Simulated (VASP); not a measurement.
Runs of VASP 6.6.1 on Mg6F. The structure is that of space group Pm-3m (No. 221), or close to it. The cells are those of the table. 

```csv
task,spin,cell,k mesh,cutoff (eV),gap on the mesh (eV),pressure (GPa),moment (μB),relaxed volume (Å³/atom),largest force (eV/Å)
single point,off,"a = 4.802 Å, 7 atoms",4 × 4 × 4,520,none,96.2,-,-,12.83
single point,off,"a = 7.405 Å, 7 atoms",4 × 4 × 4,520,none,0.0,-,-,-
relaxation of cell and atoms,off,"relaxed from a = 7.405 Å, 7 atoms",6 × 6 × 6,600,none,0.0,-,(a),0.01
single point,"collinear, ferromagnetic start","a = 7.405 Å, 7 atoms",4 × 4 × 4,520,none,0.0,0.00,-,-
single point,"collinear, ferromagnetic start","a = 4.802 Å, 7 atoms",4 × 4 × 4,520,none,96.2,0.00,-,12.83
relaxation of cell and atoms,off,"relaxed from a = 4.802 Å, 7 atoms",4 × 4 × 4,600,none,0.0,-,42.38,0.03
single point,off,"a = 7.327 Å, 7 atoms",6 × 6 × 6,520,none,0.0,-,-,-
```

Alike in all rows: level PBE; potentials or basis VASP PAW PBE potentials, release 64 (Mg, F); smearing gaussian 0.1 eV.

Task: Fill in the values left out.

Result: (a) 55.87.

Caveats: an odd number of electrons without spin polarisation forces a metal (some runs); a magnetic or distorted state may lie lower (some runs); forces of over 1 eV/Å act on the atoms, so gaps and moduli don't describe the material at rest (some runs); the volume moved by over 15 % at a fixed basis, so the end points are rough (some runs).

A gap of «none» marks levels without a gap at the run's occupations.
